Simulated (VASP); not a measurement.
# GaSb (Immm) in VASP: notebook, part 2 of 3

VASP 6.6.1.

### 3 Single point, LDA (19.78 Å³/atom)

INCAR reads:

```
PREC = Accurate
ENCUT = 520
EDIFF = 1E-6
ISMEAR = 0
SIGMA = 0.15
LREAL = False
LASPH = True
NELM = 60
ALGO = Normal
ISIF = 2
LWAVE = False
LCHARG = True
GGA = CA
LELF = True
LVHAR = True
NBANDS = 16
```

KPOINTS reads:

```
Automatic mesh
0
Gamma
  18 18 18
```

POSCAR reads:

```
GaSb
1.0
   -1.5177574151      2.4130738800      2.7006432584
    1.5177574151     -2.4130738800      2.7006432584
    1.5177574151      2.4130738800     -2.7006432584
Ga Sb
1 1
Direct
    0.0000000000      0.0000000000      0.0000000000
    0.5000000000      0.5000000000      0.0000000000
```

Potentials or basis: VASP PAW LDA potentials, release 64 (Ga_d, Sb).

Run with:

```
$ cat potpaw_LDA.64/Ga_d/POTCAR potpaw_LDA.64/Sb/POTCAR > POTCAR
$ mpirun -np 1 vasp_std > vasp.out
```

OUTCAR:

```text
PREC = Accurate
   ENCUT = 520
   EDIFF = 1E-6
   ISMEAR = 0
   LREAL = False
   LASPH = True
   NELM = 60
   ISIF = 2
   GGA = CA

 ion  position               nearest neighbor table
   1  0.000  0.000  0.000-   2 2.70   2 2.70   2 2.85   2 2.85   2 2.85   2 2.85
   2  0.500  0.500  0.000-   1 2.70   1 2.70   1 2.85   1 2.85   1 2.85   1 2.85

  LATTYP: Found a body centered orthorhombic cell.
 ALAT       =     3.0355148302
 B/A-ratio  =     1.5898943112
 C/A-ratio  =     1.7793642327

  Lattice vectors:

 A1 = (  -1.5177574151,   2.4130738800,   2.7006432584)
 A2 = (   1.5177574151,  -2.4130738800,   2.7006432584)
 A3 = (   1.5177574151,   2.4130738800,  -2.7006432584)

Analysis of symmetry for initial positions (statically):
=====================================================================
 Subroutine PRICEL returns:
 Original cell was already a primitive cell.

 Routine SETGRP: Setting up the symmetry group for a
 body centered orthorhombic supercell.

 Subroutine GETGRP returns: Found  8 space group operations
 (whereof  8 operations were pure point group operations)
 out of a pool of  8 trial point group operations.

The static configuration has the point symmetry D_2h.

Analysis of symmetry for dynamics (positions and initial velocities):
=====================================================================
 Subroutine PRICEL returns:
 Original cell was already a primitive cell.

 Routine SETGRP: Setting up the symmetry group for a
 body centered orthorhombic supercell.

 Subroutine GETGRP returns: Found  8 space group operations
 (whereof  8 operations were pure point group operations)
 out of a pool of  8 trial point group operations.

The dynamic configuration has the point symmetry D_2h.

 Subroutine INISYM returns: Found  8 space group operations
[... 113 lines left out ...]
   EFERMI_NEDOS =   21; number of points for ismear=-14 and -15
   IALGO  =     38    algorithm
   IMIX   =      4    mixing-type and parameters
     AMIX     =   0.40;   BMIX     =  1.00
     AMIX_MAG =   1.60;   BMIX_MAG =  1.00
  volume/ion in A,a.u.               =      19.78       133.50
  Fermi-wavevector in a.u.,A,eV,Ry     =   1.259116  2.379383 21.570297  1.585372
  Thomas-Fermi vector in A             =   2.392691
   LORBIT       =      0    0 simple, 1 ext, 2 COOP (PROOUT), +10 PAW based schemes
   GGA     = CA    functional components
   LHFCALC =     F    Hartree Fock is set to
   AEXX    =    0.0000 exact exchange contribution
   IVDW    =     0    specifies the selected vdW correction
   LEPSILON=     F    determine dielectric tensor
   LRPA    =     F    only Hartree local field effects (RPA)
 non-spin polarized calculation
 Gauss-broadening in eV      SIGMA  =   0.15
  energy-cutoff  :      520.00
  volume of cell :       39.56
 maximum number of plane-waves:      1084
 NGX is ok and might be reduce to    30
   NGX = 15   NGY = 15   NGZ = 15

 number of electron      18.0000010 magnetization

 Free energy of the ion-electron system (eV)
  ---------------------------------------------------
  ext. energy  EPLUGINS =         0.00000000
  ---------------------------------------------------
  free energy    TOTEN  =        -8.24209688 eV

  energy without entropy =       -8.23400919  energy(sigma->0) =       -8.23805304

 E-fermi :   8.8777     XC(G=0): -11.3917

 val. band max:        8.8747763446   @ k =   0.3889  -0.2222   0.2222
 cond. band min:       8.8783567681   @ k =  -0.3333   0.4444   0.1111
 fundamental gap:      0.0035804235
 Fermi energy:         8.8777335849

 k-point     1 :       0.0000    0.0000    0.0000
  band No.  band energies     occupation
      1      -6.4570      2.00000
      2      -6.3611      2.00000
      3      -6.3565      2.00000
      4      -6.3233      2.00000
      5      -6.2776      2.00000
      6      -4.7132      2.00000
[... 433 lines left out ...]
      3      -6.3501      2.00000
      4      -6.3288      2.00000
      5      -6.2771      2.00000
      6      -3.9575      2.00000
[... 8 lines left out ...]
     15      18.6478      0.00000
     16      19.4277      0.00000

 [... further k-points ...]

------------------------ aborting loop because EDIFF is reached ----------------------------------------

  FORCE on cell =-STRESS in cart. coord.  units (eV):
  Direction    XX          YY          ZZ          XY          YZ          ZX
  --------------------------------------------------------------------------------------
  -------------------------------------------------------------------------------------
  Total        2.4678178      2.5182034      2.4273914      0.0000000      0.0000000      0.0000000
  in kB       99.9363480    101.9767553     98.2992504      0.0000000      0.0000000      0.0000000
  external PRESSURE =     100.0707846 kB  Pullay stress =       0.0000000 kB

 VOLUME and BASIS-vectors are now :
 -----------------------------------------------------------------------------
  energy-cutoff  :      520.00
  volume of cell :       39.56
      direct lattice vectors                 reciprocal lattice vectors
    -1.517757415  2.413073880  2.700643258     0.000000000  0.207204597  0.185141076
     1.517757415 -2.413073880  2.700643258     0.329433409  0.000000000  0.185141076
     1.517757415  2.413073880 -2.700643258     0.329433409  0.207204597  0.000000000

 POSITION                                       TOTAL-FORCE (eV/Angst)
 -----------------------------------------------------------------------------------
      0.00000      0.00000      0.00000        -0.000000      0.000000     -0.000000
      0.00000      0.00000      2.70064         0.000000     -0.000000      0.000000
 -----------------------------------------------------------------------------------
    total drift:                                0.000000      0.000000      0.000000

  FREE ENERGIE OF THE ION-ELECTRON SYSTEM (eV)
  ---------------------------------------------------
  free  energy   TOTEN  =        -8.2420968826 eV

  energy  without entropy=       -8.2340091905  energy(sigma->0) =       -8.23805304
```

stdout:

```text
POSCAR found type information on POSCAR GaSb
 POSCAR found :  2 types and       2 ions
 scaLAPACK will be used
 LDA part: xc-table for (Slater(with rela. corr.)+CA(PZ))
 , standard interpolation
 POSCAR, INCAR and KPOINTS ok, starting setup
 FFT: planning ... GRIDC
 FFT: planning ... GRID_SOFT
 FFT: planning ... GRID
 WAVECAR not read
 entering main loop
```

Wall time 8.9 min (1 thread of Intel Xeon Platinum 8488C (Sapphire Rapids), shared host); peak memory 0.63 GiB.

What came out:

```yaml
Free_energy: -8.2421 eV
Pressure: 10.0 GPa
Band_gap_on_the_k_mesh: zero (bands 9 and 10 overlap by 6.98 eV)
```

Stress tensor (GPa, compression positive):
```
 9.99  0.00  0.00
 0.00 10.20  0.00
 0.00  0.00  9.83
```

Caveat: the cell stands under pressure; spin-orbit coupling is left out, which moves the levels of the heavy elements.

[end of part 2 of 3]
